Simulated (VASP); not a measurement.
A run of VASP 6.6.1 is set up as follows.

INCAR

```
SYSTEM = Ta
PREC = Accurate ; ENCUT = 520
EDIFF = 1E-6 ; ISMEAR = -1
SIGMA = 0.1 ; LREAL = .False.
LASPH = .True. ; NELM = 100
ALGO = Normal ; ISIF = 2
LWAVE = .False. ; LCHARG = .True.
GGA = PE ; LELF = .True.
LVHAR = .True. ; NBANDS = 18
```

File KPOINTS:

```
Automatic mesh
0
Gamma
  20 20 10
  0 0 0
```

The input POSCAR:

```
Ta
1.0
    2.8986915379      0.0000000000      0.0000000000
   -1.4493457690      2.5103405095      0.0000000000
    0.0000000000      0.0000000000      5.1508768308
Ta
2
Direct
    0.3333333333      0.6666666667      0.2500000000
    0.6666666667      0.3333333333      0.7500000000
```

Potentials or basis: VASP PAW PBE potentials, release 64 (Ta_pv).

The run is started by

```console
$ cat potpaw_PBE.64/Ta_pv/POTCAR > POTCAR
$ mpirun -np 1 vasp_std > vasp.out
```

(1) Predict the band gap on the k mesh.

(2) What does it give for the pressure?

Answers

(1) zero (band 11 reaches 7.08 eV, above the bottom of band 12 at 4.88 eV).

(2) 0.3 GPa.

Caveat: spin-orbit coupling is left out, which moves the levels of the heavy elements.
